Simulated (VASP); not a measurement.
# Co (P6_3/mmc) in VASP: a series of runs

The runs below take Co through density of states, electric field gradients, with PBE.

All numbers are computed with VASP 6.6.1; they aren't measurements. Logs are shortened: lines on timing, memory, paths and dates and some standing lists are left out, and cuts for length are marked.

## 1. The cell of the first run

The structure is hexagonal, space group P6_3/mmc (No. 194). The conventional cell has a = 2.495 Å, b = 2.495 Å, c = 4.032 Å, α = 90.00°, β = 90.00°, γ = 120.00°. Within 3.3 Å of Co (site symmetry -6m2) lie 12 Co at 2.48 to 2.50 Å.

## 2. Density of states, PBE

File POSCAR:

```
Co
1.0
    2.4953926951      0.0000000000      0.0000000000
   -1.2476963476      2.1610734664      0.0000000000
    0.0000000000      0.0000000000      4.0317541369
Co
2
Direct
    0.3333333333      0.6666666667      0.2500000000
    0.6666666667      0.3333333333      0.7500000000
```

File INCAR.step1:

```
SYSTEM = Co
ALGO = Normal
EDIFF = 1E-6
ENCUT = 520
GGA = PE
ISIF = 2
ISMEAR = -1
LASPH = .True.
LCHARG = .True.
LMAXMIX = 4
LREAL = .False.
LWAVE = .False.
NBANDS = 16
NELM = 80
PREC = Accurate
SIGMA = 0.05
```

File KPOINTS.step1:

```
k-points
0
Gamma
  17 17 9
  0 0 0
```

File INCAR.step2:

```
SYSTEM = Co
ALGO = Normal
EDIFF = 1E-6
ENCUT = 520
GGA = PE
ICHARG = 11
ISIF = 2
ISMEAR = -5
LASPH = .True.
LCHARG = .False.
LMAXMIX = 4
LORBIT = 10
LREAL = .False.
LWAVE = .False.
NEDOS = 1001
NELM = 80
PREC = Accurate
SIGMA = 0.05
```

File KPOINTS.step2:

```
k-points
0
Gamma
  26 26 14
  0 0 0
```

Potentials or basis: VASP PAW PBE potentials, release 64 (Co).

Launch:

```sh
$ cat potpaw_PBE.64/Co/POTCAR > POTCAR
$ cp INCAR.step1 INCAR
$ cp KPOINTS.step1 KPOINTS
$ mpirun -np 1 vasp_std > vasp.out
$ cp INCAR.step2 INCAR
$ cp KPOINTS.step2 KPOINTS
$ mpirun -np 1 vasp_std > vasp.out
```

OUTCAR:

```text
SYSTEM = Co
   EDIFF = 1E-6
   ENCUT = 520
   GGA = PE
   ICHARG = 11
   ISIF = 2
   ISMEAR = -5
   LASPH = .True.
   LORBIT = 10
   LREAL = .False.
   NELM = 80
   PREC = Accurate

 ion  position               nearest neighbor table
   1  0.333  0.667  0.250-   2 2.48   2 2.48   2 2.48   2 2.48   2 2.48   2 2.48
   2  0.667  0.333  0.750-   1 2.48   1 2.48   1 2.48   1 2.48   1 2.48   1 2.48

  LATTYP: Found a hexagonal cell.
 ALAT       =     2.4953926951
 C/A-ratio  =     1.6156792255

  Lattice vectors:

 A1 = (   2.4953926951,   0.0000000000,   0.0000000000)
 A2 = (  -1.2476963476,   2.1610734664,   0.0000000000)
 A3 = (   0.0000000000,   0.0000000000,   4.0317541369)

Analysis of symmetry for initial positions (statically):
=====================================================================
 Subroutine PRICEL returns:
 Original cell was already a primitive cell.

 Routine SETGRP: Setting up the symmetry group for a
 hexagonal supercell.

 Subroutine GETGRP returns: Found 24 space group operations
 (whereof 12 operations were pure point group operations)
 out of a pool of 24 trial point group operations.

The static configuration has the point symmetry D_3d.
 The point group associated with its full space group is D_6h.

Analysis of symmetry for dynamics (positions and initial velocities):
=====================================================================
 Subroutine PRICEL returns:
 Original cell was already a primitive cell.

 Routine SETGRP: Setting up the symmetry group for a
 hexagonal supercell.

 Subroutine GETGRP returns: Found 24 space group operations
 (whereof 12 operations were pure point group operations)
 out of a pool of 24 trial point group operations.

The dynamic configuration has the point symmetry D_3d.
 The point group associated with its full space group is D_6h.

 Subroutine INISYM returns: Found 24 space group operations
 (whereof 12 operations are pure point group operations),
 and found     1 'primitive' translations

----------------------------------------------------------------------------------------

                                     Primitive cell

  volume of cell :      21.7421

  direct lattice vectors                    reciprocal lattice vectors
     2.495392695  0.000000000  0.000000000     0.400738530  0.231366498  0.000000000
    -1.247696348  2.161073466  0.000000000     0.000000000  0.462732996  0.000000000
     0.000000000  0.000000000  4.031754137     0.000000000  0.000000000  0.248030997

  length of vectors
     2.495392695  2.495392695  4.031754137     0.462732996  0.462732996  0.248030997

[... 103 lines left out ...]
  volume/ion in A,a.u.               =      10.87        73.36
  Fermi-wavevector in a.u.,A,eV,Ry     =   1.537204  2.904894 32.150515  2.362996
  Thomas-Fermi vector in A             =   2.643746
   LORBIT       =     10    0 simple, 1 ext, 2 COOP (PROOUT), +10 PAW based schemes
   GGA     = PE    functional components
   LHFCALC =     F    Hartree Fock is set to
   AEXX    =    0.0000 exact exchange contribution
   IVDW    =     0    specifies the selected vdW correction
   LEPSILON=     F    determine dielectric tensor
   LRPA    =     F    only Hartree local field effects (RPA)
 non-spin polarized calculation
 Fermi weights with tetrahedron method with Bloechl corrections
  energy-cutoff  :      520.00
  volume of cell :       21.74
 maximum number of plane-waves:       602
 NGX is ok and might be reduce to    20

 number of electron      17.9999996 magnetization

 Free energy of the ion-electron system (eV)
  ---------------------------------------------------
  ext. energy  EPLUGINS =         0.00000000
  ---------------------------------------------------
  free energy    TOTEN  =       -13.59163428 eV

  energy without entropy =      -13.59163428  energy(sigma->0) =      -13.59163428

 E-fermi :  10.1363     XC(G=0): -13.4093

 val. band max:       10.2461011391   @ k =   0.4231   0.0000   0.3571
 cond. band min:      10.0944321332   @ k =   0.0769   0.0769   0.5000
 fundamental gap:     -0.1516690059
 Fermi energy:        10.1363376337

 k-point     1 :       0.0000    0.0000    0.0000
  band No.  band energies     occupation
      1       1.3185      2.00000
      2       5.5377      2.00000
      3       8.3383      2.00000
      4       8.3764      2.00000
      5       8.3764      2.00000
      6       8.7106      2.00000
      7       8.7106      2.00000
      8       9.0689      2.00000
      9       9.0689      2.00000
     10      10.1175      2.00000
     11      10.2177      0.00000
     12      10.2177      0.00000
     13      16.9967      0.00000
[... 354 lines left out ...]
  band No.  band energies     occupation
      1       5.4656      2.00000
      2       6.2441      2.00000
      3       6.4688      2.00000
      4       7.7598      2.00000
      5       8.2448      2.00000
      6       8.4547      2.00000
      7       8.6396      2.00000
      8      10.1818      0.47988
      9      10.2557     -0.05099
     10      10.4393      0.00000
     11      10.8702      0.00000
     12      15.9698      0.00000
     13      18.5357      0.00000

 [... further k-points ...]

------------------------ aborting loop because EDIFF is reached ----------------------------------------

  FORCE on cell =-STRESS in cart. coord.  units (eV):
  Direction    XX          YY          ZZ          XY          YZ          ZX
  --------------------------------------------------------------------------------------
  -------------------------------------------------------------------------------------
  Total       -1.7635712     -1.7635712     -1.8534978      0.0000000     -0.0000000     -0.0000000
  in kB     -129.9574262   -129.9574262   -136.5841156      0.0000000     -0.0000000     -0.0000000
  external PRESSURE =    -132.1663227 kB  Pullay stress =       0.0000000 kB

 VOLUME and BASIS-vectors are now :
 -----------------------------------------------------------------------------
  energy-cutoff  :      520.00
  volume of cell :       21.74
      direct lattice vectors                 reciprocal lattice vectors
     2.495392695  0.000000000  0.000000000     0.400738530  0.231366498  0.000000000
    -1.247696348  2.161073466  0.000000000     0.000000000  0.462732996  0.000000000
     0.000000000  0.000000000  4.031754137     0.000000000  0.000000000  0.248030997

 POSITION                                       TOTAL-FORCE (eV/Angst)
 -----------------------------------------------------------------------------------
     -0.00000      1.44072      1.00794        -0.000000     -0.000000      0.000000
      1.24770      0.72036      3.02382         0.000000      0.000000      0.000000
 -----------------------------------------------------------------------------------
    total drift:                               -0.000000      0.000000     -0.000000

  FREE ENERGIE OF THE ION-ELECTRON SYSTEM (eV)
  ---------------------------------------------------
  free  energy   TOTEN  =       -13.5916342791 eV

  energy  without entropy=      -13.5916342791  energy(sigma->0) =      -13.59163428

 total charge

# of ion       s       p       d       tot
------------------------------------------
    1        0.480   0.512   7.277   8.268
    2        0.480   0.512   7.277   8.268
--------------------------------------------------
tot          0.960   1.023  14.553  16.536
```

OUTCAR.step1:

```text
SYSTEM = Co
   EDIFF = 1E-6
   ENCUT = 520
   GGA = PE
   ISIF = 2
   ISMEAR = -1
   LASPH = .True.
[... 680 lines left out ...]
     -0.00000      1.44072      1.00794        -0.000000      0.000000      0.000000
      1.24770      0.72036      3.02382         0.000000     -0.000000      0.000000
 -----------------------------------------------------------------------------------
    total drift:                               -0.000000      0.000000     -0.000000

  FREE ENERGIE OF THE ION-ELECTRON SYSTEM (eV)
  ---------------------------------------------------
  free  energy   TOTEN  =       -13.6159804276 eV

  energy  without entropy=      -13.5650047174  energy(sigma->0) =      -13.59049257
```

OSZICAR.step1:

```text
N       E                     dE             d eps       ncg     rms          rms(c)
DAV:   1     0.760378019624E+02    0.76038E+02   -0.85412E+03  5416   0.153E+03
DAV:   2    -0.139403379490E+02   -0.89978E+02   -0.82706E+02  5304   0.239E+02
DAV:   3    -0.161953863888E+02   -0.22550E+01   -0.21958E+01  6520   0.519E+01
DAV:   4    -0.162306198667E+02   -0.35233E-01   -0.35223E-01  7520   0.504E+00
DAV:   5    -0.162309152498E+02   -0.29538E-03   -0.29538E-03  6536   0.436E-01    0.142E+01
DAV:   6    -0.141475092535E+02    0.20834E+01   -0.12259E+01  5656   0.740E+01    0.566E+00
DAV:   7    -0.136540423564E+02    0.49347E+00   -0.19105E+00  5968   0.273E+01    0.167E+00
DAV:   8    -0.136222333113E+02    0.31809E-01   -0.19130E-02  8544   0.230E+00    0.583E-01
DAV:   9    -0.136159580047E+02    0.62753E-02   -0.13234E-03  8016   0.482E-01    0.750E-02
DAV:  10    -0.136159780863E+02   -0.20082E-04   -0.85920E-05  6048   0.119E-01    0.392E-02
DAV:  11    -0.136159792922E+02   -0.12059E-05   -0.25936E-06  6616   0.281E-02    0.589E-03
DAV:  12    -0.136159803729E+02   -0.10807E-05   -0.80370E-07  3672   0.127E-02    0.183E-03
DAV:  13    -0.136159804276E+02   -0.54632E-07   -0.15765E-07  3032   0.448E-03
   1 F= -.13615980E+02 E0= -.13590493E+02  d E =-.509757E-01
```

Wall time 75 s (1 thread of Intel Xeon Platinum 8488C (Sapphire Rapids), shared host); peak memory 0.26 GiB.

Results:

```yaml
Valence_electrons_inside_the_program's_atomic_spheres: Co 8.27
```

Caveat: the run has no spin polarisation, though such a crystal can be magnetic; tetrahedron occupations give inexact forces and stress in metals.

## 3. Electric field gradients, PBE, collinear spin, ferromagnetic start (volume scaled by 0.97)

File INCAR:

```
SYSTEM = Co
  ALGO = Normal
  EDIFF = 1E-8
  ENCUT = 520
  GGA = PE
  ISIF = 2
  ISMEAR = -1
  ISPIN = 2
  LASPH = .True.
  LCHARG = .False.
  LEFG = .True.
  LMAXMIX = 4
  LORBIT = 11
  LREAL = .False.
  LWAVE = .False.
  MAGMOM = 2 2
  NBANDS = 20
  NELM = 150
  PREC = Accurate
  SIGMA = 0.05
```

File KPOINTS:

```
k-points
0
Gamma
  17 17 9
  0 0 0
```

File POSCAR:

```
Co
1.0
    2.4701849884      0.0000000000      0.0000000000
   -1.2350924942      2.1392429520      0.0000000000
    0.0000000000      0.0000000000      3.9910265710
Co
2
Direct
    0.3333333333      0.6666666667      0.2500000000
    0.6666666667      0.3333333333      0.7500000000
```

Potentials or basis: VASP PAW PBE potentials, release 64 (Co).

Launch:

```sh
$ cat potpaw_PBE.64/Co/POTCAR > POTCAR
$ mpirun -np 1 vasp_std > vasp.out
```

OUTCAR:

```text
SYSTEM = Co
   EDIFF = 1E-8
   ENCUT = 520
   GGA = PE
   ISIF = 2
   ISMEAR = -1
   ISPIN = 2
   LASPH = .True.
   LORBIT = 11
   LREAL = .False.
   NELM = 150
   PREC = Accurate

 ion  position               nearest neighbor table
   1  0.333  0.667  0.250-   2 2.45   2 2.45   2 2.45   2 2.45   2 2.45   2 2.45
   2  0.667  0.333  0.750-   1 2.45   1 2.45   1 2.45   1 2.45   1 2.45   1 2.45

  LATTYP: Found a hexagonal cell.
 ALAT       =     2.4701849884
 C/A-ratio  =     1.6156792264

  Lattice vectors:

 A1 = (   2.4701849884,   0.0000000000,   0.0000000000)
 A2 = (  -1.2350924942,   2.1392429520,   0.0000000000)
 A3 = (   0.0000000000,   0.0000000000,   3.9910265710)

Analysis of symmetry for initial positions (statically):
=====================================================================
 Subroutine PRICEL returns:
 Original cell was already a primitive cell.

 Routine SETGRP: Setting up the symmetry group for a
 hexagonal supercell.

 Subroutine GETGRP returns: Found 24 space group operations
 (whereof 12 operations were pure point group operations)
 out of a pool of 24 trial point group operations.

The static configuration has the point symmetry D_3d.
 The point group associated with its full space group is D_6h.

Analysis of symmetry for dynamics (positions and initial velocities):
=====================================================================
 Subroutine PRICEL returns:
 Original cell was already a primitive cell.

 Routine SETGRP: Setting up the symmetry group for a
 hexagonal supercell.

 Subroutine GETGRP returns: Found 24 space group operations
 (whereof 12 operations were pure point group operations)
 out of a pool of 24 trial point group operations.

The dynamic configuration has the point symmetry D_3d.
 The point group associated with its full space group is D_6h.

Analysis of structural, dynamic, and magnetic symmetry:
[... 1284 lines left out ...]
  Total        0.8068845      0.8068845      0.7671026      0.0000000      0.0000000      0.0000000
  in kB       61.2982034     61.2982034     58.2760091      0.0000000      0.0000000      0.0000000
  external PRESSURE =      60.2908053 kB  Pullay stress =       0.0000000 kB

 VOLUME and BASIS-vectors are now :
 -----------------------------------------------------------------------------
  energy-cutoff  :      520.00
  volume of cell :       21.09
      direct lattice vectors                 reciprocal lattice vectors
     2.470184988  0.000000000  0.000000000     0.404827980  0.233727543  0.000000000
    -1.235092494  2.139242952  0.000000000     0.000000000  0.467455087  0.000000000
     0.000000000  0.000000000  3.991026571     0.000000000  0.000000000  0.250562100

 POSITION                                       TOTAL-FORCE (eV/Angst)
 -----------------------------------------------------------------------------------
     -0.00000      1.42616      0.99776         0.000000      0.000000      0.000000
      1.23509      0.71308      2.99327        -0.000000     -0.000000      0.000000
 -----------------------------------------------------------------------------------
    total drift:                                0.000000     -0.000000     -0.000000

  FREE ENERGIE OF THE ION-ELECTRON SYSTEM (eV)
  ---------------------------------------------------
  free  energy   TOTEN  =       -14.0679777379 eV

  energy  without entropy=      -14.0537840854  energy(sigma->0) =      -14.06088091

 Electric field gradients (V/A^2)
---------------------------------------------------------------------
 ion       V_xx      V_yy      V_zz      V_xy      V_xz      V_yz
---------------------------------------------------------------------
   1       1.692     1.693    -3.385     0.001     0.000     0.000
   2       1.692     1.693    -3.385     0.001     0.000     0.000
---------------------------------------------------------------------

 Electric field gradients after diagonalization (V/A^2)
 (convention: |V_zz| > |V_xx| > |V_yy|)
----------------------------------------------------------------------
 ion       V_xx      V_yy      V_zz     asymmetry (V_yy - V_xx)/ V_zz
----------------------------------------------------------------------
   1       1.694     1.691    -3.385       0.001
   2       1.694     1.691    -3.385       0.001
----------------------------------------------------------------------

           NMR quadrupolar parameters

 Cq : quadrupolar parameter    Cq=e*Q*V_zz/h
 eta: asymmetry parameters     (V_yy - V_xx)/ V_zz
 Q  : nuclear electric quadrupole moment in mb (millibarn)
----------------------------------------------------------------------
 ion       Cq(MHz)       eta       Q (mb)
----------------------------------------------------------------------
   1      -0.008       0.001       1.000
   2      -0.008       0.001       1.000
----------------------------------------------------------------------

 total charge

# of ion       s       p       d       tot
------------------------------------------
    1        0.501   0.547   7.283   8.330
    2        0.501   0.547   7.283   8.330
--------------------------------------------------
tot          1.002   1.093  14.565  16.660

 magnetization (x)

# of ion       s       p       d       tot
------------------------------------------
    1       -0.015  -0.054   1.677   1.608
    2       -0.015  -0.054   1.677   1.608
--------------------------------------------------
tot         -0.030  -0.108   3.355   3.217
```

OSZICAR:

```text
N       E                     dE             d eps       ncg     rms          rms(c)
DAV:   1     0.851861048062E+02    0.85186E+02   -0.82444E+03 13948   0.125E+03
DAV:   2    -0.115045690450E+02   -0.96691E+02   -0.86753E+02 13376   0.217E+02
DAV:   3    -0.160405363807E+02   -0.45360E+01   -0.43486E+01 15048   0.566E+01
DAV:   4    -0.161091726727E+02   -0.68636E-01   -0.68585E-01 16120   0.615E+00
DAV:   5    -0.161112609800E+02   -0.20883E-02   -0.20882E-02 15388   0.103E+00    0.153E+01
DAV:   6    -0.144505899014E+02    0.16607E+01   -0.70127E+00 15052   0.547E+01    0.653E+00
DAV:   7    -0.141051430648E+02    0.34545E+00   -0.10444E+00 15780   0.193E+01    0.386E+00
DAV:   8    -0.140830198517E+02    0.22123E-01   -0.15357E-02 17576   0.129E+00    0.183E+00
DAV:   9    -0.140682241126E+02    0.14796E-01   -0.29861E-03 21840   0.985E-01    0.461E-01
DAV:  10    -0.140679980888E+02    0.22602E-03   -0.54708E-04 17284   0.285E-01    0.142E-01
DAV:  11    -0.140679788999E+02    0.19189E-04   -0.77059E-05 20004   0.136E-01    0.261E-02
DAV:  12    -0.140679784863E+02    0.41366E-06   -0.81950E-06 14148   0.266E-02    0.154E-02
DAV:  13    -0.140679781618E+02    0.32445E-06   -0.17993E-06 19848   0.145E-02    0.642E-03
DAV:  14    -0.140679780832E+02    0.78642E-07   -0.30469E-07 14288   0.463E-03    0.243E-03
DAV:  15    -0.140679776771E+02    0.40608E-06   -0.12510E-08 12752   0.181E-03    0.986E-04
DAV:  16    -0.140679776971E+02   -0.20033E-07   -0.44837E-09  7412   0.855E-04    0.428E-04
DAV:  17    -0.140679777310E+02   -0.33818E-07   -0.87382E-10  6908   0.251E-04    0.340E-05
DAV:  18    -0.140679777379E+02   -0.68906E-08   -0.26382E-10  6796   0.149E-04
   1 F= -.14067978E+02 E0= -.14060881E+02  d E =-.141937E-01  mag=     3.1885
```

stdout:

```text
POSCAR found type information on POSCAR Co
 POSCAR found :  1 types and       2 ions
 scaLAPACK will be used
 LDA part: xc-table for (Slater+PW92), standard interpolation
 POSCAR, INCAR and KPOINTS ok, starting setup
 FFT: planning ... GRIDC
 FFT: planning ... GRID_SOFT
 FFT: planning ... GRID
 WAVECAR not read
 entering main loop
ion   1

ion   2
```

Run time: 66 s. Hardware: 1 thread of Intel Xeon 6975P-C (Granite Rapids), shared host; peak memory 0.21 GiB.

Results:

```
Free energy                                           : -14.0680 eV
Pressure                                              : 6.0 GPa
Net moment                                            : 3.19 μB per cell
Site moments                                          : Co +1.61 μB
Valence electrons inside the program's atomic spheres : Co 8.33
```

Levels at points of the mesh, in eV from the Fermi level:
Spin up:
```
           k point  band 9  band 10  band 11  band 12  band 13  band 14
(0.00, 0.00, 0.00)   -1.93    -0.78    -0.78    -0.07     6.64    22.22
```
Spin down:
| k point | band 4 | band 5 | band 6 | band 7 | band 8 | band 9 | band 10 | band 11 |
| --- | --- | --- | --- | --- | --- | --- | --- | --- |
| (0.00, 0.00, 0.00) | -1.00 | -1.00 | -0.61 | -0.61 | -0.18 | -0.18 | -0.12 | 1.09 |

Electric field gradients, principal values (V/Å²):
| atom | least | middle | greatest (by size) |
| --- | --- | --- | --- |
| 1 Co | 1.691 | 1.694 | -3.385 |
| 2 Co | 1.691 | 1.694 | -3.385 |

Caveat: without QUAD_EFG the Cq values of the log hold for a quadrupole moment of 1 mb, not for the nuclei.
